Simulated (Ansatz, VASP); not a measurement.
**MoS2 in VASP and in Ansatz**

```xyz
3
Lattice="1.5671 0.9048 5.9550 -1.5671 0.9048 5.9550 0.0000 -1.8095 5.9550" Properties=species:S:1:pos:R:3 pbc="T T T"
Mo    0.0381    0.0000    0.0000
S    -0.0570    0.0000   13.5125
S    -0.0570    0.0000    4.3524
```

Change from the starting cell: mode 4 frozen in at -0.057 Å and mode 5 at +0.000 Å (largest displacements).

Alike in both runs: task single point; functional PBE; dispersion D3(BJ); k mesh 15 × 15 × 15; occupations gaussian, width 0.15 eV; no spin polarisation.

```csv
,VASP,Ansatz
version,VASP 6.6.1,Ansatz 0.2.0
potentials or method,"VASP PAW PBE potentials, release 64 (Mo_sv, S), cutoff 520 eV","scalar-relativistic, plane waves, PAW"
valence electrons in the cell,26,26
```

|  | VASP | Ansatz | Ansatz less VASP |
| --- | --- | --- | --- |
| gap on the k mesh at the Fermi level (eV) | none | none | - |
| pressure (GPa) | 0.4 | 0.5 | +0.11 |
| traceless stress, the component that is largest in VASP (GPa) | 0.49 | 0.49 | -0.005 |
| rms of the force components (eV/Å) | 0.313 | 0.314 | +0.0019 |

Atom by atom the forces differ by 0.006 eV/Å (rms over components). A gap of «none» marks a metal or a gap that the smearing closes.
